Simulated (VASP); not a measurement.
# Li4Nb4O11 (a cell with a defect) in VASP: a series of runs

Runs on Li4Nb4O11 (a cell with a defect). Level: PBE. Tasks: single point.

Everything below comes from runs of VASP 6.6.1. Logs are shortened: lines on timing, memory, paths and dates and some standing lists are left out, and cuts for length are marked.

### 1 The cell of the first run

The cell holds a defect, 19 atoms: a = 5.223 Å, b = 5.499 Å, c = 7.584 Å, α = 94.07°, β = 90.00°, γ = 90.00°.

### 2 Single point, PBE

INCAR reads:

```
SYSTEM = Li4Nb4O11
PREC = Accurate
ENCUT = 520
EDIFF = 1E-7
ISMEAR = 0
SIGMA = 0.05
LREAL = Auto
LASPH = .TRUE.
NELM = 100
ALGO = Normal
ISIF = 2
LWAVE = .FALSE.
LCHARG = .FALSE.
GGA = PE
NELECT = 128.0
NBANDS = 80
```

KPOINTS reads:

```
Automatic mesh
0
G
  4 4 4
  0 0 0
```

POSCAR reads:

```
Li4Nb4O11
1.0
    5.2231019317      0.0000000000      0.0000000000
    0.0000000000      3.0155593063     -4.5984613597
    0.0000000000      6.0311186126      4.5984613597
Li Nb O
4 4 11
Direct
    0.0000000000      0.5000000000      0.2500000000
    0.5000000000      0.0000000000      0.7500000000
    0.0000000000      0.5000000000      0.7500000000
    0.5000000000      0.0000000000      0.2500000000
    0.5000000000      0.5000000000      0.5000000000
    0.0000000000      0.0000000000      0.0000000000
    0.0000000000      0.0000000000      0.5000000000
    0.5000000000      0.5000000000      0.0000000000
    0.8803293659      0.0000000000      0.2500000000
    0.3803293659      0.5000000000      0.7500000000
    0.8098353170      0.6901646830      0.9401646830
    0.8098353170      0.3098353170      0.5598353170
    0.3098353170      0.8098353170      0.0598353170
    0.1196706341      0.0000000000      0.7500000000
    0.6196706341      0.5000000000      0.2500000000
    0.6901646830      0.8098353170      0.5598353170
    0.1901646830      0.3098353170      0.0598353170
    0.3031377340      0.7315010669      0.4401646830
    0.6901646830      0.1901646830      0.9401646830
```

Potentials or basis: VASP PAW PBE potentials, release 64 (Li_sv, Nb_sv, O).

Run with:

```sh
$ cat potpaw_PBE.64/Li_sv/POTCAR potpaw_PBE.64/Nb_sv/POTCAR potpaw_PBE.64/O/POTCAR > POTCAR
$ mpirun -np 1 vasp_std > vasp.out
```

OUTCAR:

```text
SYSTEM = Li4Nb4O11
   PREC = Accurate
   ENCUT = 520
   EDIFF = 1E-7
   ISMEAR = 0
   LREAL = Auto
   LASPH = .TRUE.
   NELM = 100
   ISIF = 2
   GGA = PE
   NELECT = 128.0

 ion  position               nearest neighbor table
   1  0.000  0.500  0.250-  15 1.99  17 1.99
   2  0.500  0.000  0.750-  14 1.99  16 1.99  19 1.99
   3  0.000  0.500  0.750-  10 1.99  11 1.99  12 1.99
   4  0.500  0.000  0.250-   9 1.99  13 1.99
   5  0.500  0.500  0.500-  18 1.72  12 2.00  16 2.00  10 2.00  15 2.00
   6  0.000  0.000  0.000-  13 2.00  19 2.00  17 2.00  11 2.00   9 2.00  14 2.00
   7  0.000  0.000  0.500-  16 2.00  12 2.00  14 2.00   9 2.00  18 2.19
   8  0.500  0.500  0.000-  11 2.00  17 2.00  13 2.00  19 2.00  10 2.00  15 2.00
   9  0.880  0.000  0.250-   4 1.99   6 2.00   7 2.00
  10  0.380  0.500  0.750-   3 1.99   5 2.00   8 2.00
  11  0.810  0.690  0.940-   3 1.99   8 2.00   6 2.00
  12  0.810  0.310  0.560-   3 1.99   5 2.00   7 2.00
  13  0.310  0.810  0.060-   4 1.99   6 2.00   8 2.00
  14  0.120  0.000  0.750-   2 1.99   6 2.00   7 2.00
  15  0.620  0.500  0.250-   1 1.99   5 2.00   8 2.00
  16  0.690  0.810  0.560-   2 1.99   7 2.00   5 2.00
  17  0.190  0.310  0.060-   1 1.99   8 2.00   6 2.00
  18  0.303  0.732  0.440-   5 1.72   7 2.19
  19  0.690  0.190  0.940-   2 1.99   6 2.00   8 2.00

  LATTYP: Found a simple monoclinic cell.
 ALAT       =     5.4990403532
 B/A-ratio  =     0.9498206225
 C/A-ratio  =     1.3791878824
 COS(beta)  =    -0.0709408676

  Lattice vectors:

 A1 = (   0.0000000000,   3.0155593063,  -4.5984613597)
 A2 = (  -5.2231019317,   0.0000000000,   0.0000000000)
 A3 = (   0.0000000000,   6.0311186126,   4.5984613597)

Analysis of symmetry for initial positions (statically):
=====================================================================
 Subroutine PRICEL returns:
 Original cell was already a primitive cell.

 Routine SETGRP: Setting up the symmetry group for a
 simple monoclinic supercell.

 Subroutine GETGRP returns: Found  1 space group operations
 (whereof  1 operations were pure point group operations)
 out of a pool of  4 trial point group operations.

The static configuration has the point symmetry C_1 .

Analysis of symmetry for dynamics (positions and initial velocities):
=====================================================================
 Subroutine PRICEL returns:
 Original cell was already a primitive cell.

 Routine SETGRP: Setting up the symmetry group for a
 simple monoclinic supercell.

 Subroutine GETGRP returns: Found  1 space group operations
 (whereof  1 operations were pure point group operations)
 out of a pool of  4 trial point group operations.

The dynamic configuration has the point symmetry C_1 .

 Subroutine INISYM returns: Found  1 space group operations
 (whereof  1 operations are pure point group operations),
 and found     1 'primitive' translations

----------------------------------------------------------------------------------------

                                     Primitive cell

  volume of cell :     217.2852

  direct lattice vectors                    reciprocal lattice vectors
     5.223101932  0.000000000  0.000000000     0.191457110  0.000000000  0.000000000
     0.000000000  3.015559306 -4.598461360     0.000000000  0.110537814 -0.144976029
     0.000000000  6.031118613  4.598461360     0.000000000  0.110537814  0.072488014

  length of vectors
     5.223101932  5.499040353  7.584209820     0.191457110  0.182309235  0.132185932

  position of ions in fractional coordinates (direct lattice)
     0.000000000  0.500000000  0.250000000
     0.500000000  1.000000000  0.750000000
     0.000000000  0.500000000  0.750000000
     0.500000000  1.000000000  0.250000000
     0.500000000  0.500000000  0.500000000
     0.000000000  0.000000000  0.000000000
[... 11 lines left out ...]
     0.303137734  0.731501067  0.440164683
     0.690164683  0.190164683  0.940164683

  ion indices of the primitive-cell ions
   primitive index   ion index
                 1           1
                 2           2
[... 48 lines left out ...]
   LORBIT       =      0    0 simple, 1 ext, 2 COOP (PROOUT), +10 PAW based schemes
   GGA     = PE    functional components
   LHFCALC =     F    Hartree Fock is set to
   AEXX    =    0.0000 exact exchange contribution
   IVDW    =     0    specifies the selected vdW correction
   LEPSILON=     F    determine dielectric tensor
   LRPA    =     F    only Hartree local field effects (RPA)
 non-spin polarized calculation
 Gauss-broadening in eV      SIGMA  =   0.05
  energy-cutoff  :      520.00
  volume of cell :      217.29
 maximum number of plane-waves:      5888
 NGX is ok and might be reduce to    40
   NGX = 19   NGY = 21   NGZ = 29

 number of electron     127.9999973 magnetization

 Free energy of the ion-electron system (eV)
  ---------------------------------------------------
  ext. energy  EPLUGINS =         0.00000000
  ---------------------------------------------------
  free energy    TOTEN  =      -157.98849232 eV

  energy without entropy =     -157.98849232  energy(sigma->0) =     -157.98849232

 E-fermi :   4.2113     XC(G=0): -10.3024

 val. band max:        3.9591375191   @ k =   0.2500   0.0000   0.5000
 cond. band min:       4.5594020058   @ k =   0.0000   0.0000   0.5000
 fundamental gap:      0.6002644867
 Fermi energy:         4.2112565995

 k-point     1 :       0.0000    0.0000    0.0000
  band No.  band energies     occupation
      1     -52.0944      2.00000
      2     -51.5501      2.00000
      3     -50.6191      2.00000
      4     -50.5452      2.00000
      5     -39.8987      2.00000
      6     -39.6658      2.00000
[... 68 lines left out ...]
     75       8.4860      0.00000
     76       8.5421      0.00000

 k-point     2 :       0.2500    0.0000    0.0000
  band No.  band energies     occupation
      1     -52.0944      2.00000
      2     -51.5501      2.00000
      3     -50.6189      2.00000
      4     -50.5454      2.00000
      5     -39.8987      2.00000
      6     -39.6658      2.00000
[... 1730 lines left out ...]
 k-point    24 :       0.2500   -0.2500    0.2500
  band No.  band energies     occupation
      1     -52.0944      2.00000
      2     -51.5501      2.00000
      3     -50.6189      2.00000
      4     -50.5454      2.00000
      5     -39.8987      2.00000
      6     -39.6658      2.00000
[... 68 lines left out ...]
     75       8.4137      0.00000
     76       8.5323      0.00000

 [... further k-points ...]

 [bands above 76 left out]

------------------------ aborting loop because EDIFF is reached ----------------------------------------

  FORCE on cell =-STRESS in cart. coord.  units (eV):
  Direction    XX          YY          ZZ          XY          YZ          ZX
  --------------------------------------------------------------------------------------
  -------------------------------------------------------------------------------------
  Total      -16.9364509    -19.9386726    -19.3738806     -0.0359578     -1.7653959      4.3231692
  in kB     -124.8828548   -147.0200792   -142.8555211     -0.2651391    -13.0173485     31.8773821
  external PRESSURE =    -138.2528183 kB  Pullay stress =       0.0000000 kB

 VOLUME and BASIS-vectors are now :
 -----------------------------------------------------------------------------
  energy-cutoff  :      520.00
  volume of cell :      217.29
      direct lattice vectors                 reciprocal lattice vectors
     5.223101932  0.000000000  0.000000000     0.191457110  0.000000000  0.000000000
     0.000000000  3.015559306 -4.598461360     0.000000000  0.110537814 -0.144976029
     0.000000000  6.031118613  4.598461360     0.000000000  0.110537814  0.072488014

 POSITION                                       TOTAL-FORCE (eV/Angst)
 -----------------------------------------------------------------------------------
      0.00000      3.01556     -1.14962        -0.291291     -0.616350     -0.597119
      2.61155      4.52334      3.44885         0.175247      0.561709      0.562300
      0.00000      6.03112      1.14962        -0.126550      0.567312      0.382959
      2.61155      1.50778      1.14962         0.382125     -1.188362     -0.119103
      2.61155      4.52334      0.00000         3.999454      1.121937      1.249608
      0.00000      0.00000      0.00000        -0.180228     -0.480106     -0.171210
[... 11 lines left out ...]
      1.58332      4.86057     -1.33970        -6.331597      1.321408     -4.789079
      3.60480      6.24370      3.44885         0.201745      0.027978      0.084038
 -----------------------------------------------------------------------------------
    total drift:                               -0.004657      0.003776     -0.007837

  FREE ENERGIE OF THE ION-ELECTRON SYSTEM (eV)
  ---------------------------------------------------
  free  energy   TOTEN  =      -157.9884923223 eV

  energy  without entropy=     -157.9884923223  energy(sigma->0) =     -157.98849232
```

It took 36 min on 1 thread of Intel Xeon 8259CL, shared host; peak memory 0.54 GiB.

Results:

| Quantity | Value |
| --- | --- |
| Free energy | -157.9885 eV |
| Largest force | 8.048 eV/Å |

Forces on the atoms (eV/Å):
```
Li  -0.291 -0.616 -0.597
Li   0.175  0.562  0.562
Li  -0.127  0.567  0.383
Li   0.382 -1.188 -0.119
Nb   3.999  1.122  1.250
Nb  -0.180 -0.480 -0.171
Nb  -4.436  0.621  2.499
Nb   0.398  0.101 -0.024
O    1.038  1.851  1.458
O   -0.227 -2.050 -0.717
O   -0.079  0.163 -0.123
O    2.034 -1.194  0.602
O   -0.122  0.124  0.044
O    0.172 -1.974 -1.705
O    0.004  0.200  1.725
O    3.402  0.556 -0.735
O   -0.012  0.286  0.374
O   -6.332  1.321 -4.789
O    0.202  0.028  0.084
```

Caveat: the cell carries a net charge on a neutralising background, which shifts energy and pressure; the cell differs from its parent crystal (atoms taken out, atom 18 moved 0.125 of the way to it and +0.525 Å across, host rigid); the cell is charged against a uniform background, so pressure and absolute levels hang on convention; the cutoff is under 1.25 times the usual one of these potentials, so pressure, stress and relaxed cells hold a basis-set (Pulay) error.

### 3 Single point, PBE

INCAR reads:

```
SYSTEM = Li4Nb4O11
ALGO     = Normal         ! electronic algorithm
EDIFF    = 1E-7           ! SCF threshold, eV
ENCUT    = 520            ! plane-wave cutoff, eV
GGA      = PE             ! functional
ISIF     = 2              ! what is computed and relaxed
ISMEAR   = 0              ! smearing method
LASPH    = .TRUE.         ! aspherical terms in the spheres
LCHARG   = .FALSE.        ! write CHGCAR
LREAL    = Auto         
LWAVE    = .FALSE.        ! write WAVECAR
NBANDS   = 80             ! bands
NELECT   = 128.0        
NELM     = 100            ! most SCF steps
PREC     = Accurate       ! precision mode
SIGMA    = 0.05           ! smearing width, eV
```

KPOINTS reads:

```
k-points
0
G
  4 4 4
  0 0 0
```

Changes to POSCAR since step 2:

```diff
@@ -25,3 +25,3 @@
     0.1901646830      0.3098353170      0.0598353170
-    0.3031377340      0.7315010669      0.4401646830
+    0.3901369609      1.2385556056      0.4401646830
     0.6901646830      0.1901646830      0.9401646830
```

Potentials or basis: VASP PAW PBE potentials, release 64 (Li_sv, Nb_sv, O).

Run with:

```sh
$ cat potpaw_PBE.64/Li_sv/POTCAR potpaw_PBE.64/Nb_sv/POTCAR potpaw_PBE.64/O/POTCAR > POTCAR
$ mpirun -np 1 vasp_std > vasp.out
```

Run time: 38 min. Hardware: 1 thread of Intel Xeon 8259CL, shared host; peak memory 0.53 GiB.

It converged, with:

```yaml
Free_energy: -156.5435 eV
Largest_force: 15.277 eV/Å
```

Forces in eV/Å, atoms in the order of the input:
```
Li  -0.622 -1.255 -0.414
Li   0.217  0.561  0.339
Li  -0.123  0.631  0.582
Li   0.439 -0.649 -0.602
Nb   5.885  7.477 -4.168
Nb  -0.322 -0.248 -0.177
Nb  -5.087  3.349 -1.389
Nb   0.306 -0.082  0.128
O    1.281  1.896  1.947
O   -0.408 -0.828 -1.210
O    0.181  0.254 -0.284
O    2.641 -0.888  0.895
O   -0.261  0.430  0.164
O    0.266 -2.752 -1.590
O   -0.107  1.002 -0.710
O    3.187  0.985 -2.611
O   -0.162  0.094  0.298
O   -7.613 -9.971  8.719
O    0.302 -0.006  0.082
```

Levels at points of the mesh, in eV from the Fermi level:
| k point | band 62 | band 63 | band 64 | band 65 | band 66 | band 67 |
| --- | --- | --- | --- | --- | --- | --- |
| (0.00, 0.00, 0.00) | -0.51 | -0.45 | -0.36 | 0.31 | 0.99 | 1.47 |
| (0.50, 0.00, 0.00) | -0.57 | -0.47 | -0.37 | 0.76 | 1.39 | 1.65 |
| (0.00, 0.50, 0.00) | -0.63 | -0.49 | -0.43 | 1.09 | 1.29 | 1.58 |
| (0.50, 0.50, 0.00) | -0.92 | -0.91 | -0.82 | 0.54 | 0.96 | 1.46 |
| (0.00, 0.00, 0.50) | -0.50 | -0.43 | -0.31 | 0.29 | 0.98 | 1.95 |
| (0.50, 0.00, 0.50) | -0.61 | -0.46 | -0.36 | 0.68 | 1.54 | 1.87 |
| (0.00, 0.50, 0.50) | -0.65 | -0.46 | -0.44 | 0.89 | 1.36 | 1.92 |
| (0.50, 0.50, 0.50) | -0.96 | -0.92 | -0.83 | 0.51 | 0.99 | 1.98 |

Caveat: the cell carries a net charge on a neutralising background, which shifts energy and pressure; the cell differs from its parent crystal (atoms taken out, atom 18 moved 1.125 of the way to it and +0.350 Å across, host rigid); the cell is charged against a uniform background, so pressure and absolute levels hang on convention; the cutoff is under 1.25 times the usual one of these potentials, so pressure, stress and relaxed cells hold a basis-set (Pulay) error.

### 4 Single point, PBE

INCAR reads:

```
PREC     = Accurate       # precision mode
ENCUT    = 520            # plane-wave cutoff, eV
EDIFF    = 1E-6           # SCF threshold, eV
ISMEAR   = 0              # smearing method
SIGMA    = 0.05           # smearing width, eV
LREAL    = Auto         
LASPH    = True           # aspherical terms in the spheres
NELM     = 80             # most SCF steps
ALGO     = Normal         # electronic algorithm
ISIF     = 2              # what is computed and relaxed
LWAVE    = False          # write WAVECAR
LCHARG   = True           # write CHGCAR
GGA      = PE             # functional
LELF     = True           # ELF
LVHAR    = True         
NELECT   = 128.0        
NBANDS   = 80             # bands
```

KPOINTS reads:

```
Automatic mesh
0
Gamma
  4 4 4
```

Changes to POSCAR since step 3:

```diff
@@ -25,3 +25,3 @@
     0.1901646830      0.3098353170      0.0598353170
-    0.3901369609      1.2385556056      0.4401646830
+    0.1901646830      0.6901646830      0.4401646830
     0.6901646830      0.1901646830      0.9401646830
```

Run with:

```sh
$ cat potpaw_PBE.64/Li_sv/POTCAR potpaw_PBE.64/Nb_sv/POTCAR potpaw_PBE.64/O/POTCAR > POTCAR
$ mpirun -np 1 vasp_std > vasp.out
```

It took 26 min on 1 thread of Intel Xeon 8259CL, shared host; peak memory 0.53 GiB.

It converged, with:

```yaml
Free_energy: -159.1983 eV
Largest_force: 4.704 eV/Å
```

Forces on the atoms (eV/Å):
```
Li  -0.222 -0.411 -0.566
Li   0.174  0.606  0.577
Li  -0.093  0.480  0.236
Li   0.481 -1.258 -0.268
Nb   2.469  2.939 -2.719
Nb  -0.159 -0.257 -0.039
Nb  -3.643 -0.583  2.863
Nb   0.232 -0.114 -0.135
O    0.769  1.816  0.887
O   -0.004 -2.230 -0.926
O   -0.144  0.115 -0.084
O   -0.111 -0.796 -0.047
O   -0.006  0.109  0.076
O    0.232 -1.740 -1.721
O   -0.685  1.305  1.847
O    0.163 -0.444 -0.134
O    0.105  0.190  0.304
O    0.374  0.147 -0.118
O    0.067  0.125 -0.036
```

Levels at points of the mesh, in eV from the Fermi level:
```csv
k point,band 62,band 63,band 64,band 65,band 66,band 67
"(0.00, 0.00, 0.00)",-0.44,-0.39,-0.31,0.27,0.97,1.58
"(0.50, 0.00, 0.00)",-0.81,-0.38,-0.31,1.26,1.57,1.82
"(0.00, 0.50, 0.00)",-0.91,-0.41,-0.37,1.24,1.62,1.83
"(0.50, 0.50, 0.00)",-0.92,-0.83,-0.82,0.66,1.23,1.56
"(0.00, 0.00, 0.50)",-0.42,-0.34,-0.26,0.22,0.98,2.19
"(0.50, 0.00, 0.50)",-0.68,-0.38,-0.30,1.12,1.82,1.99
"(0.00, 0.50, 0.50)",-0.73,-0.40,-0.36,1.09,1.78,2.11
"(0.50, 0.50, 0.50)",-0.94,-0.90,-0.80,0.67,1.22,2.17
```

Caveat: the cell carries a net charge on a neutralising background, which shifts energy and pressure; the cell differs from its parent crystal (atoms taken out, atom 18 moved 0.000 of the way to it and +0.000 Å across, host rigid); the cell is charged against a uniform background, so pressure and absolute levels hang on convention; the cutoff is under 1.25 times the usual one of these potentials, so pressure, stress and relaxed cells hold a basis-set (Pulay) error.

### 5 Single point, PBE

INCAR reads:

```
SYSTEM = Li4Nb4O11
PREC = Accurate ; ENCUT = 520
EDIFF = 1E-7 ; ISMEAR = 0
SIGMA = 0.05 ; LREAL = Auto
LASPH = .TRUE. ; NELM = 80
ALGO = Normal ; ISIF = 2
LWAVE = .FALSE. ; LCHARG = .FALSE.
GGA = PE ; NELECT = 128.0
NBANDS = 80
```

KPOINTS reads:

```
Automatic mesh
0
G
  4 4 4
  0 0 0
```

Changes to POSCAR since step 4:

```diff
@@ -25,3 +25,3 @@
     0.1901646830      0.3098353170      0.0598353170
-    0.1901646830      0.6901646830      0.4401646830
+    0.2295336732      1.1417737603      0.4401646830
     0.6901646830      0.1901646830      0.9401646830
```

Run with:

```sh
$ cat potpaw_PBE.64/Li_sv/POTCAR potpaw_PBE.64/Nb_sv/POTCAR potpaw_PBE.64/O/POTCAR > POTCAR
$ mpirun -np 1 vasp_std > vasp.out
```

Run time: 37 min. Hardware: 1 thread of Intel Xeon 8259CL, shared host; peak memory 0.53 GiB.

It converged, with:

```yaml
Free_energy: -155.6664 eV
Largest_force: 21.976 eV/Å
```

Forces on the atoms (eV/Å):
```
Li   -0.634  -1.305  -0.444
Li    0.052   0.508   0.390
Li   -0.282   0.681   0.569
Li    0.327  -0.644  -0.476
Nb    6.004   1.833   1.345
Nb   -0.402  -0.126  -0.024
Nb  -14.989   1.243   8.923
Nb    0.295  -0.348  -0.195
O    -0.444  -0.142   1.129
O    -0.390  -2.573  -1.818
O    -0.327  -0.030   0.235
O    -2.289   0.455  -1.408
O     0.078   0.137   0.456
O     0.167  -1.189  -0.053
O    -1.208   1.961   1.637
O    -3.940  -2.476   2.714
O     0.167   0.415   0.018
O    17.859   1.365 -12.734
O    -0.045   0.236  -0.264
```

Levels at points of the mesh, in eV from the Fermi level:
```csv
k point,band 60,band 61,band 62,band 63,band 64,band 65,band 66,band 67,band 68,band 69
"(0.00, 0.00, 0.00)",-1.01,-0.92,-0.47,-0.45,-0.35,0.31,1.02,1.46,1.68,2.32
"(0.50, 0.00, 0.00)",-1.12,-0.99,-0.75,-0.45,-0.33,1.01,1.46,1.66,1.96,2.45
"(0.00, 0.50, 0.00)",-1.10,-1.02,-0.79,-0.43,-0.42,1.19,1.29,1.61,2.06,2.47
"(0.50, 0.50, 0.00)",-1.12,-0.99,-0.93,-0.86,-0.80,0.35,1.29,1.49,1.60,2.33
"(0.00, 0.00, 0.50)",-1.04,-0.90,-0.44,-0.41,-0.29,0.27,1.00,1.96,2.22,2.44
"(0.50, 0.00, 0.50)",-0.85,-0.75,-0.64,-0.44,-0.33,0.95,1.47,1.93,2.31,2.79
"(0.00, 0.50, 0.50)",-0.87,-0.77,-0.71,-0.44,-0.40,1.08,1.25,1.97,2.31,2.82
"(0.50, 0.50, 0.50)",-1.18,-1.01,-0.92,-0.91,-0.81,0.32,1.30,1.98,2.19,2.92
```

Caveat: the cell carries a net charge on a neutralising background, which shifts energy and pressure; the cell differs from its parent crystal (atoms taken out, atom 18 moved 0.875 of the way to it and -0.350 Å across, host rigid); the cell is charged against a uniform background, so pressure and absolute levels hang on convention; the cutoff is under 1.25 times the usual one of these potentials, so pressure, stress and relaxed cells hold a basis-set (Pulay) error.
